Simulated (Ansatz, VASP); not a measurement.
Two plane-wave programs on Fe

```xyz
1
Lattice="-1.4677 1.4158 1.4158 1.4677 -1.4158 1.4158 1.4677 1.4158 -1.4158" Properties=species:S:1:pos:R:3 pbc="T T T"
Fe    0.0000    0.0000    0.0000
```

Change from the starting cell: normal strain along x +0.0367, normal strain along z +0.0000.

Alike in both runs: task single point; functional PBE; k mesh 10 × 10 × 10; occupations gaussian, width 0.15 eV; collinear spin.

|  | VASP | Ansatz |
| --- | --- | --- |
| version | VASP 6.6.1 | Ansatz 0.2.0 |
| potentials or method | VASP PAW PBE potentials, release 64 (Fe_sv), cutoff 600 eV | scalar-relativistic, plane waves, PAW |
| valence electrons in the cell | 16 | 16 |

VASP gave:

- gap on the k mesh at the Fermi level (eV): none
- pressure (GPa): -10.8
- traceless stress, the component that is largest in VASP (GPa): -2.80
- net moment per atom (μB): 2.16
- size of the moment on the site where the two differ most (μB): 2.19

Question: What did Ansatz give for the same quantities?

Answer: gap on the k mesh at the Fermi level (eV): none; pressure (GPa): -7.4; traceless stress, the component that is largest in VASP (GPa): -2.81; net moment per atom (μB): 2.16; size of the moment on the site where the two differ most (μB): 2.22.

Site moments also hang on the region over which each program counts them. A gap of «none» marks a metal or a gap that the smearing closes.
